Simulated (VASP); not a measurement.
# Li (P6_3/mmc) in VASP: notebook

Runs on Li. Level: PBEsol. Tasks: single point, relaxation of cell and atoms.

Everything below comes from runs of VASP 6.6.1. Logs are shortened: lines on timing, memory, paths and dates and some standing lists are left out, and cuts for length are marked.

## Step 1: The cell of the first run

Symmetry: P6_3/mmc, No. 194, hexagonal system. The conventional cell has a = 2.941 Å, b = 2.941 Å, c = 4.783 Å, α = 90.00°, β = 90.00°, γ = 120.00°. Li (site symmetry -6m2) has 12 Li at 2.93 to 2.94 Å within 3.9 Å.

This isn't the form of Li at room conditions, which is bcc.

## Step 2: Single point, PBEsol

The input, INCAR:

```
SYSTEM = Li
ALGO     = Normal         ! electronic algorithm
EDIFF    = 1E-7           ! SCF threshold, eV
ENCUT    = 520            ! plane-wave cutoff, eV
GGA      = PS             ! functional
ISIF     = 2              ! what is computed and relaxed
ISMEAR   = -1             ! smearing method
LASPH    = .TRUE.         ! aspherical terms in the spheres
LCHARG   = .FALSE.        ! write CHGCAR
LREAL    = .FALSE.        ! projectors in reciprocal space
LWAVE    = .FALSE.        ! write WAVECAR
NBANDS   = 10             ! bands
NELM     = 60             ! most SCF steps
PREC     = Accurate       ! precision mode
SIGMA    = 0.05           ! smearing width, eV
```

The input, KPOINTS:

```
k-points
0
G
  10 10 5
  0 0 0
```

The input, POSCAR:

```
Li
1.0
    2.9410197883      0.0000000000      0.0000000000
   -1.4705098941      2.5469978497      0.0000000000
    0.0000000000      0.0000000000      4.7825424436
Li
2
Direct
    0.6666666667      0.3333333333      0.7500000000
    0.3333333333      0.6666666667      0.2500000000
```

Potentials or basis: VASP PAW PBE potentials, release 64 (Li_sv).

Started as:

```bash
cat potpaw_PBE.64/Li_sv/POTCAR > POTCAR
mpirun -np 1 vasp_std > vasp.out
```

OUTCAR:

```text
SYSTEM = Li
   EDIFF = 1E-7
   ENCUT = 520
   GGA = PS
   ISIF = 2
   ISMEAR = -1
   LASPH = .TRUE.
   LREAL = .FALSE.
   NELM = 60
   PREC = Accurate

 ion  position               nearest neighbor table
   1  0.667  0.333  0.750-
   2  0.333  0.667  0.250-

  LATTYP: Found a hexagonal cell.
 ALAT       =     2.9410197883
 C/A-ratio  =     1.6261510591

  Lattice vectors:

 A1 = (   2.9410197883,   0.0000000000,   0.0000000000)
 A2 = (  -1.4705098941,   2.5469978497,   0.0000000000)
 A3 = (   0.0000000000,   0.0000000000,   4.7825424436)

Analysis of symmetry for initial positions (statically):
=====================================================================
 Subroutine PRICEL returns:
 Original cell was already a primitive cell.

 Routine SETGRP: Setting up the symmetry group for a
 hexagonal supercell.

 Subroutine GETGRP returns: Found 24 space group operations
 (whereof 12 operations were pure point group operations)
 out of a pool of 24 trial point group operations.

The static configuration has the point symmetry D_3d.
 The point group associated with its full space group is D_6h.

Analysis of symmetry for dynamics (positions and initial velocities):
=====================================================================
 Subroutine PRICEL returns:
 Original cell was already a primitive cell.

 Routine SETGRP: Setting up the symmetry group for a
 hexagonal supercell.

 Subroutine GETGRP returns: Found 24 space group operations
 (whereof 12 operations were pure point group operations)
 out of a pool of 24 trial point group operations.

The dynamic configuration has the point symmetry D_3d.
 The point group associated with its full space group is D_6h.

 Subroutine INISYM returns: Found 24 space group operations
 (whereof 12 operations are pure point group operations),
 and found     1 'primitive' translations

----------------------------------------------------------------------------------------

                                     Primitive cell

  volume of cell :      35.8249

  direct lattice vectors                    reciprocal lattice vectors
     2.941019788  0.000000000  0.000000000     0.340018113  0.196309549  0.000000000
    -1.470509894  2.546997850  0.000000000     0.000000000  0.392619099  0.000000000
     0.000000000  0.000000000  4.782542444     0.000000000  0.000000000  0.209093806

  length of vectors
     2.941019788  2.941019788  4.782542444     0.392619099  0.392619099  0.209093806

  position of ions in fractional coordinates (direct lattice)
     0.666666667  0.333333333  0.750000000
     0.333333333  0.666666667  0.250000000

  ion indices of the primitive-cell ions
   primitive index   ion index
                 1           1
                 2           2

----------------------------------------------------------------------------------------

 KPOINTS: k-points

Automatic generation of k-mesh.
 Grid dimensions read from file:
 generate k-points for:   10   10    5

 Generating k-lattice:

  Cartesian coordinates                     Fractional coordinates (reciprocal lattice)
     0.034001811  0.019630955  0.000000000     0.100000000  0.000000000  0.000000000
     0.000000000  0.039261910  0.000000000     0.000000000  0.100000000  0.000000000
     0.000000000  0.000000000  0.041818761     0.000000000  0.000000000  0.200000000

  Length of vectors
     0.039261910  0.039261910  0.041818761

  Shift w.r.t. Gamma in fractional coordinates (k-lattice)
     0.000000000  0.000000000  0.000000000

 Subroutine IBZKPT returns following result:
 ===========================================

 Found     42 irreducible k-points:

 Following reciprocal coordinates:
            Coordinates               Weight
  0.000000  0.000000  0.000000      1.000000
  0.100000 -0.000000  0.000000      6.000000
  0.200000 -0.000000  0.000000      6.000000
  0.300000  0.000000  0.000000      6.000000
  0.400000 -0.000000  0.000000      6.000000
  0.500000 -0.000000  0.000000      3.000000
[... 16 lines left out ...]
  0.300000  0.100000  0.200000     24.000000
  0.400000  0.100000  0.200000     24.000000
 [... further k-points ...]
   k-points           NKPTS =     42   k-points in BZ     NKDIM =     42   number of bands    NBANDS=     10
   number of dos      NEDOS =    301   number of ions     NIONS =      2
   total plane-waves  NPLWV =  20736
   dimension x,y,z NGX =    24 NGY =   24 NGZ =   36
   dimension x,y,z NGXF=    48 NGYF=   48 NGZF=   72
   ions per type =               2
   NGX,Y,Z   is equivalent  to a cutoff of  13.57, 13.57, 12.51 a.u.
   NGXF,Y,Z  is equivalent  to a cutoff of  27.13, 27.13, 25.03 a.u.
 SYSTEM =  Li
   PREC   = accura    normal or accurate (medium, high low for compatibility)
   ISTART =      0    job   : 0-new  1-cont  2-samecut
   ICHARG =      2    charge: 1-file 2-atom 10-const
   ISPIN  =      1    spin polarized calculation?
   LNONCOLLINEAR =      F non collinear calculations
   LSORBIT =      F    spin-orbit coupling
   LASPH  =      T    aspherical Exc in radial PAW
   ENCUT  =  520.0 eV  38.22 Ry    6.18 a.u.   5.47  5.47  8.89*2*pi/ulx,y,z
   NELM   =     60;   NELMIN=  2; NELMDL= -5     # of ELM steps
   EDIFF  = 0.1E-06   stopping-criterion for ELM
   LREAL  =      F    real-space projection
   EDIFFG = 0.1E-05   stopping-criterion for IOM
   NSW    =      0    number of steps for IOM
   IBRION =     -1    ionic relax: 0-MD 1-quasi-New 2-CG
   NFREE  =      0    steps in history (QN), initial steepest desc. (CG)
   ISIF   =      2    stress and relaxation
   ISYM   =      2    0-nonsym 1-usesym 2-fastsym
   POTIM  = 0.5000    time-step for ionic-motion
   TEBEG  =    0.0;   TEEND  =   0.0 temperature during run
   PSTRESS=    0.0 pullay stress
   NELECT =       6.0000    total number of electrons
   NUPDOWN=      -1.0000    fix difference up-down
   EMIN   =  10.00;   EMAX   =-10.00  energy-range for DOS
   EFERMI =   0.00;   METHOD = LEGACY
   ISMEAR =    -1;   SIGMA  =   0.05  broadening in eV -4-tet -1-fermi 0-gaus
   EFERMI_NEDOS =   21; number of points for ismear=-14 and -15
   IALGO  =     38    algorithm
   IMIX   =      4    mixing-type and parameters
     AMIX     =   0.40;   BMIX     =  1.00
     AMIX_MAG =   1.60;   BMIX_MAG =  1.00
  volume/ion in A,a.u.               =      17.91       120.88
  Fermi-wavevector in a.u.,A,eV,Ry     =   0.902395  1.705280 11.079458  0.814317
  Thomas-Fermi vector in A             =   2.025593
   LORBIT       =      0    0 simple, 1 ext, 2 COOP (PROOUT), +10 PAW based schemes
   GGA     = PS    functional components
   LHFCALC =     F    Hartree Fock is set to
   AEXX    =    0.0000 exact exchange contribution
   IVDW    =     0    specifies the selected vdW correction
   LEPSILON=     F    determine dielectric tensor
   LRPA    =     F    only Hartree local field effects (RPA)
 non-spin polarized calculation
  energy-cutoff  :      520.00
  volume of cell :       35.82
 maximum number of plane-waves:       989
 NGX is ok and might be reduce to    24
   NGX = 11   NGY = 11   NGZ = 17

 number of electron       6.0000004 magnetization

 Free energy of the ion-electron system (eV)
  ---------------------------------------------------
  ext. energy  EPLUGINS =         0.00000000
  ---------------------------------------------------
  free energy    TOTEN  =        -3.91117510 eV

  energy without entropy =       -3.90439134  energy(sigma->0) =       -3.90778322

 E-fermi :   0.9833     XC(G=0):  -7.3267

 val. band max:        0.9389059010   @ k =   0.0000   0.0000   0.0000
 cond. band min:       0.9880505610   @ k =   0.2000   0.2000   0.4000
 fundamental gap:      0.0491446601
 Fermi energy:         0.9832514638

 k-point     1 :       0.0000    0.0000    0.0000
  band No.  band energies     occupation
      1     -44.7235      2.00000
      2     -44.6915      2.00000
      3      -2.7197      2.00000
      4       0.9389      1.41650
      5       4.3842      0.00000
      6      14.5083      0.00000
      7      14.5083      0.00000
      8      16.0231      0.00000
      9      16.0232      0.00000
     10      16.8651      0.00000

 k-point     2 :       0.1000   -0.0000    0.0000
  band No.  band energies     occupation
      1     -44.7207      2.00000
      2     -44.6903      2.00000
      3      -2.5549      2.00000
      4       1.1665      0.04997
      5       4.4270      0.00000
      6      12.8405      0.00000
      7      13.4171      0.00000
      8      16.0309      0.00000
      9      16.6069      0.00000
     10      16.6087      0.00000

 k-point     3 :       0.2000   -0.0000    0.0000
  band No.  band energies     occupation
      1     -44.7136      2.00000
      2     -44.6874      2.00000
      3      -2.0602      2.00000
      4       1.8479      0.00000
      5       4.5088      0.00000
      6      10.1688      0.00000
      7      12.0309      0.00000
      8      14.9215      0.00000
      9      15.0413      0.00000
     10      16.1011      0.00000

 k-point     4 :       0.3000    0.0000    0.0000
  band No.  band energies     occupation
      1     -44.7044      2.00000
      2     -44.6841      2.00000
      3      -1.2355      2.00000
      4       2.9780      0.00000
      5       4.3310      0.00000
      6       8.1312      0.00000
      7      10.9731      0.00000
      8      12.0077      0.00000
      9      12.5707      0.00000
     10      15.4989      0.00000
[... 222 lines left out ...]
 k-point    22 :       0.2000    0.1000    0.2000
  band No.  band energies     occupation
      1     -44.7054      2.00000
      2     -44.6873      2.00000
      3      -1.3723      2.00000
      4       1.4605      0.00014
      5       6.0183      0.00000
      6       8.9384      0.00000
      7      10.4702      0.00000
      8      12.4933      0.00000
      9      13.9121      0.00000
     10      14.7851      0.00000

 k-point    23 :       0.3000    0.1000    0.2000
  band No.  band energies     occupation
      1     -44.6971      2.00000
      2     -44.6842      2.00000
      3      -0.3864      2.00000
      4       2.4054      0.00000
      5       5.4444      0.00000
      6       7.8490      0.00000
      7       8.7232      0.00000
      8      10.8148      0.00000
      9      13.0544      0.00000
     10      13.7763      0.00000

 k-point    24 :       0.4000    0.1000    0.2000
  band No.  band energies     occupation
      1     -44.6913      2.00000
      2     -44.6831      2.00000
      3       0.8148      1.93343
      4       2.5297      0.00000
      5       5.1247      0.00000
      6       6.6554      0.00000
      7       8.3937      0.00000
      8       9.9320      0.00000
      9      12.1616      0.00000
     10      13.1047      0.00000

 [... further k-points ...]

------------------------ aborting loop because EDIFF is reached ----------------------------------------

  FORCE on cell =-STRESS in cart. coord.  units (eV):
  Direction    XX          YY          ZZ          XY          YZ          ZX
  --------------------------------------------------------------------------------------
  -------------------------------------------------------------------------------------
  Total        0.4191540      0.4191540      0.4163922      0.0000000     -0.0000000      0.0000000
  in kB       18.7455761     18.7455761     18.6220647      0.0000000     -0.0000000      0.0000000
  external PRESSURE =      18.7044057 kB  Pullay stress =       0.0000000 kB

 VOLUME and BASIS-vectors are now :
 -----------------------------------------------------------------------------
  energy-cutoff  :      520.00
  volume of cell :       35.82
      direct lattice vectors                 reciprocal lattice vectors
     2.941019788  0.000000000  0.000000000     0.340018113  0.196309549  0.000000000
    -1.470509894  2.546997850  0.000000000     0.000000000  0.392619099  0.000000000
     0.000000000  0.000000000  4.782542444     0.000000000  0.000000000  0.209093806

 POSITION                                       TOTAL-FORCE (eV/Angst)
 -----------------------------------------------------------------------------------
      1.47051      0.84900      3.58691        -0.000000     -0.000000      0.000000
     -0.00000      1.69800      1.19564         0.000000      0.000000      0.000000
 -----------------------------------------------------------------------------------
    total drift:                               -0.000000      0.000000      0.000000

  FREE ENERGIE OF THE ION-ELECTRON SYSTEM (eV)
  ---------------------------------------------------
  free  energy   TOTEN  =        -3.9111751012 eV

  energy  without entropy=       -3.9043913405  energy(sigma->0) =       -3.90778322
```

It took 13 s on 1 thread of Intel Xeon 8259CL, shared host; peak memory 0.15 GiB.

What came out:

```yaml
Free_energy: -3.9112 eV
Band_gap_on_the_k_mesh: zero (bands 3 and 4 overlap by 3.47 eV)
```

Levels at points of the mesh, in eV from the Fermi level:
```csv
k point,band 1,band 2,band 3,band 4,band 5,band 6,band 7,band 8
"(0.00, 0.00, 0.00)",-45.71,-45.67,-3.70,-0.04,3.40,13.53,13.53,15.04
"(0.50, 0.00, 0.00)",-45.68,-45.67,-0.13,1.19,5.06,6.28,6.94,8.63
```

Caveat: the cutoff is under 1.25 times the usual one of these potentials, so pressure, stress and relaxed cells hold a basis-set (Pulay) error; the PAW data sets were made with another functional, which shifts forces and pressure a little.

## Step 3: Single point, PBEsol

This run uses another cell than the first one, of 20.14 Å³/atom.

The input, INCAR:

```
SYSTEM = Li
PREC = Accurate
ENCUT = 520
EDIFF = 1E-6
ISMEAR = -1
SIGMA = 0.05
LREAL = .FALSE.
LASPH = .TRUE.
NELM = 80
ALGO = Fast
ISIF = 2
LWAVE = .FALSE.
LCHARG = .FALSE.
GGA = PS
NBANDS = 10
```

The input, KPOINTS:

```
Automatic mesh
0
G
  10 10 5
  0 0 0
```

The input, POSCAR:

```
Li
1.0
    3.0585205459      0.0000000000      0.0000000000
   -1.5292602729      2.6487564907      0.0000000000
    0.0000000000      0.0000000000      4.9725952500
Li
2
Direct
    0.6666666667      0.3333333333      0.7500000000
    0.3333333333      0.6666666667      0.2500000000
```

Potentials or basis: VASP PAW PBE potentials, release 64 (Li_sv).

Started as:

```bash
cat potpaw_PBE.64/Li_sv/POTCAR > POTCAR
mpirun -np 1 vasp_std > vasp.out
```

It took 20 s on 1 thread of Intel Xeon 8259CL, shared host; peak memory 0.15 GiB.

Results (log left out):

```yaml
Free_energy: -3.9386 eV
Band_gap_on_the_k_mesh: zero (bands 3 and 4 overlap by 3.30 eV)
```

Levels at points of the mesh, in eV from the Fermi level:
| k point | band 1 | band 2 | band 3 | band 4 | band 5 | band 6 | band 7 |
| --- | --- | --- | --- | --- | --- | --- | --- |
| (0.00, 0.00, 0.00) | -45.91 | -45.89 | -3.56 | 0.01 | 3.00 | 12.48 | 12.48 |
| (0.50, 0.00, 0.00) | -45.89 | -45.88 | -0.09 | 1.05 | 4.71 | 5.87 | 6.32 |

Caveat: the cutoff is under 1.25 times the usual one of these potentials, so pressure, stress and relaxed cells hold a basis-set (Pulay) error; the PAW data sets were made with another functional, which shifts forces and pressure a little.

## Step 4: Relaxation of cell and atoms, PBEsol

This run uses another cell than the first one, of 21.34 Å³/atom.

The input, INCAR:

```
SYSTEM = Li
PREC = Accurate ; ENCUT = 600
EDIFF = 1E-6 ; ISMEAR = -1
SIGMA = 0.05 ; LREAL = .FALSE.
LASPH = .TRUE. ; NELM = 60
ALGO = Fast ; ISIF = 3
LWAVE = .FALSE. ; LCHARG = .FALSE.
GGA = PS ; IBRION = 2
NSW = 60 ; EDIFFG = -0.01
```

The input, KPOINTS:

```
regular mesh
0
G
  10 10 5
  0 0 0
```

The input, POSCAR:

```
Li
1.0
    3.1110000000      0.0000000000      0.0000000000
   -1.5555000000      2.6942050312      0.0000000000
    0.0000000000      0.0000000000      5.0930000000
Li
2
Direct
    0.6666666667      0.3333333333      0.7500000000
    0.3333333333      0.6666666667      0.2500000000
```

Started as:

```bash
cat potpaw_PBE.64/Li_sv/POTCAR > POTCAR
mpirun -np 1 vasp_std > vasp.out
```

It took 71 s on 1 thread of Intel Xeon 8259CL, shared host; peak memory 0.17 GiB.

Results (log left out):

| Property | Result |
| --- | --- |
| Free energy | -3.9425 eV |
| Relaxed volume | 19.93 Å³/atom |
| Relaxed cell | a = 3.046 Å, b = 3.046 Å, c = 4.960 Å, α = 90.00°, β = 90.00°, γ = 120.00° |
| Space group after relaxing (to 0.1 Å) | P6_3/mmc (No. 194) |
| Energy gained by relaxing | 3.8 meV/atom |
| Ionic steps | 4 |
| Pressure after relaxing | 0.0 GPa |
| Band gap on the k mesh | zero (bands 3 and 4 overlap by 3.33 eV) |

The path:
```csv
step,energy change (eV),largest force (eV/Å),pressure (GPa),volume (Å³)
1,0.0000,0.0000,-0.82,42.69
2,-0.0031,0.0000,-0.64,42.02
3,-0.0076,0.0000,-0.06,40.06
4,-0.0076,0.0000,0.00,39.86
```

Final structure:
```cif
data_structure
_symmetry_space_group_name_H-M 'P 1'
_symmetry_Int_Tables_number 1
_cell_length_a 3.0464
_cell_length_b 3.0464
_cell_length_c 4.9596
_cell_angle_alpha 90.000
_cell_angle_beta 90.000
_cell_angle_gamma 120.000
_cell_volume 39.86
loop_
_atom_site_label
_atom_site_type_symbol
_atom_site_fract_x
_atom_site_fract_y
_atom_site_fract_z
_atom_site_occupancy
Li1 Li 0.66667 0.33333 0.75000 1
Li2 Li 0.33333 0.66667 0.25000 1
```

Levels at points of the mesh, in eV from the Fermi level:
```csv
k point,band 1,band 2,band 3,band 4,band 5,band 6,band 7
"(0.00, 0.00, 0.00)",-45.87,-45.85,-3.57,0.00,3.02,12.59,12.59
"(0.50, 0.00, 0.00)",-45.85,-45.85,-0.09,1.06,4.74,5.91,6.37
```

Caveat: the cutoff is under 1.25 times the usual one of these potentials, so pressure, stress and relaxed cells hold a basis-set (Pulay) error; the PAW data sets were made with another functional, which shifts forces and pressure a little.

## Step 5: The runs side by side

| task | cell | cutoff (eV) | gap on the mesh (eV) |
| --- | --- | --- | --- |
| single point | a = 2.941, b = 2.941, c = 4.783 Å, angles 90.0, 90.0, 120.0°, 2 atoms | 520 | none |
| single point | a = 3.059, b = 3.059, c = 4.973 Å, angles 90.0, 90.0, 120.0°, 2 atoms | 520 | none |
| relaxation of cell and atoms | relaxed from a = 3.111, b = 3.111, c = 5.093 Å, angles 90.0, 90.0, 120.0°, 2 atoms | 600 | none |

Alike in all rows: level PBEsol; potentials or basis VASP PAW PBE potentials, release 64 (Li_sv); no spin polarisation; k mesh 10 × 10 × 5; smearing fermi-dirac 0.05 eV.

Caveats: the cutoff is under 1.25 times the usual one of these potentials, so pressure, stress and relaxed cells hold a basis-set (Pulay) error; the PAW data sets were made with another functional, which shifts forces and pressure a little.

Total energies depend on the potentials used, so only differences within one code and one set of settings carry meaning.
